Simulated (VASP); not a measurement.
# Ag12I in VASP: notebook

Runs on Ag12I. Level: PBE+D3(BJ). Tasks: single point.

All numbers are computed with VASP 6.6.1; they aren't measurements. Logs are shortened: lines on timing, memory, paths and dates and some standing lists are left out, and cuts for length are marked.

**1. The cell of the first run**

The cell holds a slab with vacuum, 13 atoms: a = 4.989 Å, b = 4.989 Å, c = 26.055 Å, α = 90.00°, β = 90.00°, γ = 120.00°.

**2. Single point, PBE+D3(BJ)**

INCAR

```
  PREC = Accurate
  ENCUT = 520
  EDIFF = 1E-6
  ISMEAR = 0
  SIGMA = 0.1
  LREAL = F
  LASPH = T
  NELM = 80
  ALGO = Normal
  ISIF = 2
  LWAVE = F
  LCHARG = F
  LDIPOL = T
  IDIPOL = 3
  DIPOL = 0.5 0.5 0.479
  GGA = PE
  IVDW = 12
  NBANDS = 82
```

KPOINTS

```
regular mesh
0
Gamma
  6 6 1
```

POSCAR

```
Ag12I
1.0
    4.9888483875      0.0000000000      0.0000000000
   -2.4944241938      4.3204694392      0.0000000000
    0.0000000000      0.0000000000     26.0552970503
Ag I
12 1
Direct
    0.0000000000      0.3333333333      0.3262292494
    0.3333333333      0.0000000000      0.3262292494
    0.6666666667      0.6666666667      0.3262292494
    0.3333333333      0.3333333333      0.4164898087
    0.6666666667      0.0000000000      0.4164898087
    0.0000000000      0.6666666667      0.4164898087
    0.6705226464      0.3371893131      0.5063838018
   -0.0038559797      0.0000000000      0.5063838018
    0.3333333333      0.6628106869      0.5063838018
    0.0000000000      0.3333333333      0.5987939830
    0.3333333333      0.0000000000      0.5920075043
    0.6666666667      0.6666666667      0.5987939830
    0.3333333333      0.0000000000      0.6939122264
```

Potentials or basis: VASP PAW PBE potentials, release 64 (Ag, I).

Started as:

```sh
cat potpaw_PBE.64/Ag/POTCAR potpaw_PBE.64/I/POTCAR > POTCAR
mpirun -np 1 vasp_std > vasp.out
```

OUTCAR:

```text
PREC = Accurate
   ENCUT = 520
   EDIFF = 1E-6
   ISMEAR = 0
   LREAL = F
   LASPH = T
   NELM = 80
   ISIF = 2
   GGA = PE
   IVDW = 12
 IVDW          = 12

 ion  position               nearest neighbor table
   1  0.000  0.333  0.326-   3 2.88   2 2.88   3 2.88   2 2.88   2 2.88   3 2.88   5 2.88   4 2.88
                             6 2.88
   2  0.333  0.000  0.326-   3 2.88   1 2.88   1 2.88   1 2.88   3 2.88   3 2.88   6 2.88   4 2.88
                             5 2.88
   3  0.667  0.667  0.326-   2 2.88   1 2.88   1 2.88   2 2.88   1 2.88   2 2.88   6 2.88   5 2.88
                             4 2.88
   4  0.333  0.333  0.416-   9 2.86   8 2.88   7 2.88   5 2.88   6 2.88   6 2.88   5 2.88   6 2.88
                             5 2.88   1 2.88   2 2.88   3 2.88
   5  0.667  0.000  0.416-   8 2.86   9 2.88   7 2.88   4 2.88   6 2.88   6 2.88   4 2.88   6 2.88
                             4 2.88   1 2.88   3 2.88   2 2.88
   6  0.000  0.667  0.416-   7 2.86   8 2.88   9 2.88   4 2.88   5 2.88   5 2.88   4 2.88   5 2.88
                             4 2.88   2 2.88   3 2.88   1 2.88
   7  0.671  0.337  0.506-  11 2.79   6 2.86   9 2.86   8 2.86   9 2.86   8 2.86   4 2.88   5 2.88
                             8 2.91   9 2.91  12 2.92  10 2.92
   8  0.996  0.000  0.506-  11 2.79   5 2.86   9 2.86   7 2.86   9 2.86   7 2.86   4 2.88   6 2.88
                             7 2.91   9 2.91  12 2.92  10 2.92
   9  0.333  0.663  0.506-  11 2.79   4 2.86   7 2.86   8 2.86   7 2.86   8 2.86   6 2.88   5 2.88
                             8 2.91   7 2.91  10 2.92  12 2.92
  10  0.000  0.333  0.599-  12 2.88  12 2.88  12 2.88  11 2.89  11 2.89  11 2.89   9 2.92   8 2.92
                             7 2.92
  11  0.333  0.000  0.592-  13 2.66   8 2.79   7 2.79   9 2.79  12 2.89  10 2.89  10 2.89  10 2.89
                            12 2.89  12 2.89
  12  0.667  0.667  0.599-  10 2.88  10 2.88  10 2.88  11 2.89  11 2.89  11 2.89   8 2.92   7 2.92
                             9 2.92
  13  0.333  0.000  0.694-  11 2.66

  LATTYP: Found a hexagonal cell.
 ALAT       =     4.9888483875
 C/A-ratio  =     5.2227077326

  Lattice vectors:

 A1 = (   4.9888483875,   0.0000000000,   0.0000000000)
 A2 = (  -2.4944241938,   4.3204694392,   0.0000000000)
 A3 = (   0.0000000000,   0.0000000000,  26.0552970503)

Analysis of symmetry for initial positions (statically):
=====================================================================
 Subroutine PRICEL returns:
 Original cell was already a primitive cell.

 Routine SETGRP: Setting up the symmetry group for a
 hexagonal supercell.

 Subroutine GETGRP returns: Found  6 space group operations
 (whereof  2 operations were pure point group operations)
 out of a pool of 24 trial point group operations.

The static configuration has the point symmetry C_1h.
 The point group associated with its full space group is C_3v.

Analysis of symmetry for dynamics (positions and initial velocities):
=====================================================================
 Subroutine PRICEL returns:
 Original cell was already a primitive cell.

 Routine SETGRP: Setting up the symmetry group for a
 hexagonal supercell.

 Subroutine GETGRP returns: Found  6 space group operations
 (whereof  2 operations were pure point group operations)
 out of a pool of 24 trial point group operations.

The dynamic configuration has the point symmetry C_1h.
 The point group associated with its full space group is C_3v.

 Subroutine INISYM returns: Found  6 space group operations
 (whereof  2 operations are pure point group operations),
 and found     1 'primitive' translations

----------------------------------------------------------------------------------------

                                     Primitive cell

  volume of cell :     561.6002

  direct lattice vectors                    reciprocal lattice vectors
     4.988848388  0.000000000  0.000000000     0.200447062  0.115728165  0.000000000
    -2.494424194  4.320469439  0.000000000     0.000000000  0.231456330  0.000000000
     0.000000000  0.000000000 26.055297050     0.000000000  0.000000000  0.038379912

  length of vectors
     4.988848388  4.988848388 26.055297050     0.231456330  0.231456330  0.038379912

  position of ions in fractional coordinates (direct lattice)
     0.000000000  0.333333333  0.326229249
     0.333333333  0.000000000  0.326229249
     0.666666667  0.666666667  0.326229249
     0.333333333  0.333333333  0.416489809
     0.666666667  0.000000000  0.416489809
     0.000000000  0.666666667  0.416489809
     0.670522646  0.337189313  0.506383802
     0.996144020  0.000000000  0.506383802
     0.333333333  0.662810687  0.506383802
     0.000000000  0.333333333  0.598793983
     0.333333333  0.000000000  0.592007504
     0.666666667  0.666666667  0.598793983
     0.333333333  0.000000000  0.693912226

  ion indices of the primitive-cell ions
   primitive index   ion index
                 1           1
                 2           2
                 3           3
                 4           4
                 5           5
                 6           6
                 7           7
                 8           8
                 9           9
                10          10
                11          11
                12          12
                13          13

----------------------------------------------------------------------------------------

 KPOINTS: regular mesh

Automatic generation of k-mesh.
 Grid dimensions read from file:
 generate k-points for:    6    6    1

 Generating k-lattice:

  Cartesian coordinates                     Fractional coordinates (reciprocal lattice)
     0.033407844  0.019288027  0.000000000     0.166666667  0.000000000  0.000000000
     0.000000000  0.038576055  0.000000000     0.000000000  0.166666667  0.000000000
     0.000000000  0.000000000  0.038379912     0.000000000  0.000000000  1.000000000

  Length of vectors
     0.038576055  0.038576055  0.038379912

  Shift w.r.t. Gamma in fractional coordinates (k-lattice)
     0.000000000  0.000000000  0.000000000

 Subroutine IBZKPT returns following result:
 ===========================================

 Found      7 irreducible k-points:

 Following reciprocal coordinates:
            Coordinates               Weight
  0.000000  0.000000  0.000000      1.000000
  0.166667  0.000000  0.000000      6.000000
  0.333333  0.000000  0.000000      6.000000
  0.500000  0.000000  0.000000      3.000000
  0.166667  0.166667  0.000000      6.000000
  0.333333  0.166667  0.000000     12.000000
  0.333333  0.333333  0.000000      2.000000
   k-points           NKPTS =      7   k-points in BZ     NKDIM =      7   number of bands    NBANDS=     82
   number of dos      NEDOS =    301   number of ions     NIONS =     13
   total plane-waves  NPLWV = 313600
   dimension x,y,z NGX =    40 NGY =   40 NGZ =  196
   dimension x,y,z NGXF=    80 NGYF=   80 NGZF=  392
   ions per type =              12   1
   NGX,Y,Z   is equivalent  to a cutoff of  13.33, 13.33, 12.51 a.u.
   NGXF,Y,Z  is equivalent  to a cutoff of  26.66, 26.66, 25.01 a.u.
 SYSTEM =  unknown system
   PREC   = accura    normal or accurate (medium, high low for compatibility)
   ISTART =      0    job   : 0-new  1-cont  2-samecut
   ICHARG =      2    charge: 1-file 2-atom 10-const
   ISPIN  =      1    spin polarized calculation?
   LNONCOLLINEAR =      F non collinear calculations
   LSORBIT =      F    spin-orbit coupling
   LASPH  =      T    aspherical Exc in radial PAW
   ENCUT  =  520.0 eV  38.22 Ry    6.18 a.u.   9.28  9.28 48.45*2*pi/ulx,y,z
   NELM   =     80;   NELMIN=  2; NELMDL= -5     # of ELM steps
   EDIFF  = 0.1E-05   stopping-criterion for ELM
   LREAL  =      F    real-space projection
   EDIFFG = 0.1E-04   stopping-criterion for IOM
   NSW    =      0    number of steps for IOM
   IBRION =     -1    ionic relax: 0-MD 1-quasi-New 2-CG
   NFREE  =      0    steps in history (QN), initial steepest desc. (CG)
   ISIF   =      2    stress and relaxation
   ISYM   =      2    0-nonsym 1-usesym 2-fastsym
   POTIM  = 0.5000    time-step for ionic-motion
   TEBEG  =    0.0;   TEEND  =   0.0 temperature during run
   PSTRESS=    0.0 pullay stress
   NELECT =     139.0000    total number of electrons
   NUPDOWN=      -1.0000    fix difference up-down
   EMIN   =  10.00;   EMAX   =-10.00  energy-range for DOS
   EFERMI =   0.00;   METHOD = LEGACY
   ISMEAR =     0;   SIGMA  =   0.10  broadening in eV -4-tet -1-fermi 0-gaus
   EFERMI_NEDOS =   21; number of points for ismear=-14 and -15
   IALGO  =     38    algorithm
   IMIX   =      4    mixing-type and parameters
     AMIX     =   0.40;   BMIX     =  1.00
     AMIX_MAG =   1.60;   BMIX_MAG =  1.00
  volume/ion in A,a.u.               =      43.20       291.53
  Fermi-wavevector in a.u.,A,eV,Ry     =   1.027868  1.942389 14.374727  1.056513
  Thomas-Fermi vector in A             =   2.161835
   LORBIT       =      0    0 simple, 1 ext, 2 COOP (PROOUT), +10 PAW based schemes
   GGA     = PE    functional components
   LHFCALC =     F    Hartree Fock is set to
   AEXX    =    0.0000 exact exchange contribution
   IVDW    =    12    specifies the selected vdW correction
   LEPSILON=     F    determine dielectric tensor
   LRPA    =     F    only Hartree local field effects (RPA)
 non-spin polarized calculation
 Gauss-broadening in eV      SIGMA  =   0.10
  energy-cutoff  :      520.00
  volume of cell :      561.60
 maximum number of plane-waves:     15138
 NGX is ok and might be reduce to    40
   NGX = 19   NGY = 19   NGZ = 97

 dipolmoment           0.000000      0.000000     -0.021642 electrons x Angstroem

 number of electron     139.0000004 magnetization

 dipolmoment           0.000000      0.000000      0.130728 electrons x Angstroem

 Free energy of the ion-electron system (eV)
  ---------------------------------------------------
  ext. energy  EPLUGINS =         0.00000000
  ---------------------------------------------------
  free energy    TOTEN  =       -32.83249549 eV

  energy without entropy =      -32.81703470  energy(sigma->0) =      -32.82476510

 E-fermi :   0.5405     XC(G=0):  -5.6629

 val. band max:        0.5064270919   @ k =   0.3333   0.3333   0.0000
 cond. band min:       0.6544981413   @ k =   0.1667   0.0000   0.0000
 fundamental gap:      0.1480710495
 Fermi energy:         0.5404770737

 k-point     1 :       0.0000    0.0000    0.0000
  band No.  band energies     occupation
      1     -11.5554      2.00000
      2      -6.8195      2.00000
      3      -5.9333      2.00000
      4      -5.6788      2.00000
      5      -5.5177      2.00000
      6      -5.0341      2.00000
[... 73 lines left out ...]
     80       4.9924      0.00000
     81       5.3697      0.00000

 k-point     2 :       0.1667    0.0000    0.0000
  band No.  band energies     occupation
      1     -11.5367      2.00000
      2      -6.5710      2.00000
      3      -5.7113      2.00000
      4      -5.5106      2.00000
      5      -5.3382      2.00000
      6      -5.2981      2.00000
[... 73 lines left out ...]
     80       5.6190      0.00000
     81       5.6918      0.00000
[... 334 lines left out ...]
     80       5.8644      0.00000
     81       6.1699      0.00000

 k-point     7 :       0.3333    0.3333    0.0000
  band No.  band energies     occupation
      1     -11.4706      2.00000
      2      -5.4921      2.00000
      3      -5.4876      2.00000
      4      -5.4876      2.00000
      5      -5.4433      2.00000
      6      -5.4433      2.00000
[... 73 lines left out ...]
     80       6.9195      0.00000
     81       6.9195      0.00000
 [bands above 81 left out]

------------------------ aborting loop because EDIFF is reached ----------------------------------------

 vacuum level on the upper side and lower side of the slab       (xc-potential included)         0.387        -0.681

 Edisp (eV)   -5.93002

 E8    (eV) :    -2.6722

  FORCE on cell =-STRESS in cart. coord.  units (eV):
  Direction    XX          YY          ZZ          XY          YZ          ZX
  --------------------------------------------------------------------------------------
  -------------------------------------------------------------------------------------
  Total      -1.45479    -1.45479    -0.32563     0.00000     0.00000     0.00000
  in kB      -4.15033    -4.15033    -0.92899     0.00000     0.00000     0.00000
  external pressure =       -3.08 kB  Pullay stress =        0.00 kB

 VOLUME and BASIS-vectors are now :
 -----------------------------------------------------------------------------
  energy-cutoff  :      520.00
  volume of cell :      561.60
      direct lattice vectors                 reciprocal lattice vectors
     4.988848388  0.000000000  0.000000000     0.200447062  0.115728165  0.000000000
    -2.494424194  4.320469439  0.000000000     0.000000000  0.231456330  0.000000000
     0.000000000  0.000000000 26.055297050     0.000000000  0.000000000  0.038379912

 POSITION                                       TOTAL-FORCE (eV/Angst)
 -----------------------------------------------------------------------------------
     -0.83147      1.44016      8.50000        -0.000000      0.000000      0.003909
      1.66295      0.00000      8.50000        -0.000000      0.000000      0.004173
      1.66295      2.88031      8.50000        -0.000000      0.000000      0.003909
      0.83147      1.44016     10.85177        -0.012588      0.021803      0.001116
      3.32590      0.00000     10.85177         0.025176      0.000000      0.001116
     -1.66295      2.88031     10.85177        -0.012588     -0.021803      0.001116
      2.50404      1.45682     13.19398         0.001976      0.003423      0.002504
      4.96961      0.00000     13.19398        -0.003952      0.000000      0.002504
      0.00962      2.86365     13.19398         0.001976     -0.003423      0.002504
     -0.83147      1.44016     15.60176        -0.000000      0.000000     -0.003448
      1.66295      0.00000     15.42493        -0.000000      0.000000      0.015718
      1.66295      2.88031     15.60176        -0.000000      0.000000     -0.003448
      1.66295      0.00000     18.08009        -0.000000      0.000000     -0.031674
 -----------------------------------------------------------------------------------
    total drift:                               -0.000007     -0.000000     -0.000933

  FREE ENERGIE OF THE ION-ELECTRON SYSTEM (eV)
  ---------------------------------------------------
  free  energy   TOTEN  =       -38.7625171118 eV

  energy  without entropy=      -38.7470563162  energy(sigma->0) =      -38.75478671

 vacuum level on the upper side and lower side of the slab         5.877         4.790
```

Wall time 12 min (1 thread of Intel Xeon 6975P-C (Granite Rapids), shared host); peak memory 0.78 GiB.

Results:

```
Free energy                : -38.7625 eV
Largest force              : 0.032 eV/Å
Band gap on the k mesh     : zero (an odd number of electrons rules out a gap without spin polarisation)
Dispersion energy per atom : -0.456 eV
```

Forces in eV/Å, atoms in the order of the input:
```
Ag   0.000  0.000  0.004
Ag   0.000  0.000  0.004
Ag   0.000  0.000  0.004
Ag  -0.013  0.022  0.001
Ag   0.025  0.000  0.001
Ag  -0.013 -0.022  0.001
Ag   0.002  0.003  0.003
Ag  -0.004  0.000  0.003
Ag   0.002 -0.003  0.003
Ag   0.000  0.000 -0.003
Ag   0.000  0.000  0.016
Ag   0.000  0.000 -0.003
I    0.000  0.000 -0.032
```

Caveat: spin-orbit coupling is left out, which moves the levels of the heavy elements.

**3. Single point, PBE+D3(BJ)**

INCAR

```
SYSTEM = Ag12I
PREC     = Accurate       ! precision mode
ENCUT    = 520            ! plane-wave cutoff, eV
EDIFF    = 1E-6           ! SCF threshold, eV
ISMEAR   = 0              ! smearing method
SIGMA    = 0.1            ! smearing width, eV
LREAL    = .FALSE.        ! projectors in reciprocal space
LASPH    = .TRUE.         ! aspherical terms in the spheres
NELM     = 100            ! most SCF steps
ALGO     = Normal         ! electronic algorithm
ISIF     = 2              ! what is computed and relaxed
LWAVE    = .FALSE.        ! write WAVECAR
LCHARG   = .TRUE.         ! write CHGCAR
LDIPOL   = .TRUE.       
IDIPOL   = 3            
DIPOL    = 0.5 0.5 0.479
GGA      = PE             ! functional
IVDW     = 12             ! dispersion correction
LELF     = .TRUE.         ! ELF
LVHAR    = .TRUE.       
LVACPOTAV= .TRUE.       
NBANDS   = 82             ! bands
```

KPOINTS

```
regular mesh
0
G
  6 6 1
  0 0 0
```

POSCAR

```
Ag12I
1.0
    4.9888483875      0.0000000000      0.0000000000
   -2.4944241938      4.3204694392      0.0000000000
    0.0000000000      0.0000000000     26.0552970503
Ag I
12 1
Direct
    0.0000000000      0.3333333333      0.3262292494
    0.3333333333      0.0000000000      0.3262292494
    0.6666666667      0.6666666667      0.3262292494
    0.3333333333      0.3333333333      0.4164898087
    0.6666666667      0.0000000000      0.4164898087
    0.0000000000      0.6666666667      0.4164898087
    0.6649557995      0.3316224662      0.5064038054
    0.0000000000      0.0017108671      0.5064038054
    0.3350442005      0.6666666667      0.5064038054
    0.0000000000      0.3262058914      0.5961364222
    0.3404607753      0.0071274420      0.5961364222
    0.6595392247      0.6666666667      0.5961364222
    0.0000000000      0.6666666667      0.6851694958
```

Potentials or basis: VASP PAW PBE potentials, release 64 (Ag, I).

Started as:

```sh
cat potpaw_PBE.64/Ag/POTCAR potpaw_PBE.64/I/POTCAR > POTCAR
mpirun -np 1 vasp_std > vasp.out
```

Run time: 12 min. Hardware: 1 thread of Intel Xeon 6975P-C (Granite Rapids), shared host; peak memory 0.75 GiB.

Results (log left out):

- Free energy: -39.1337 eV
- Largest force: 0.114 eV/Å
- Band gap on the k mesh: zero (an odd number of electrons rules out a gap without spin polarisation)
- Dispersion energy per atom: -0.459 eV

Forces in eV/Å, atoms in the order of the input:
```
Ag  -0.016  0.028 -0.009
Ag  -0.016 -0.028 -0.009
Ag   0.032  0.000 -0.009
Ag   0.000  0.000 -0.036
Ag   0.000  0.000 -0.036
Ag   0.000  0.000  0.114
Ag   0.002  0.004  0.001
Ag   0.002 -0.004  0.001
Ag  -0.005  0.000  0.001
Ag  -0.002  0.004  0.000
Ag  -0.002 -0.004  0.000
Ag   0.004  0.000  0.000
I    0.000  0.000 -0.016
```

Levels at points of the mesh, in eV from the Fermi level:
```
           k point  band 65  band 66  band 67  band 68  band 69  band 70  band 71  band 72  band 73  band 74
(0.00, 0.00, 0.00)    -2.13    -1.62    -1.62    -0.30     1.61     3.48     3.48     3.61     3.68     3.68
(0.50, 0.00, 0.00)    -2.62    -2.01    -1.88    -1.56    -0.39    -0.17     0.29     1.02     1.43     1.67
```

Caveat: spin-orbit coupling is left out, which moves the levels of the heavy elements.

The gap in the log of VASP goes by the Fermi energy; the results here count the filled bands.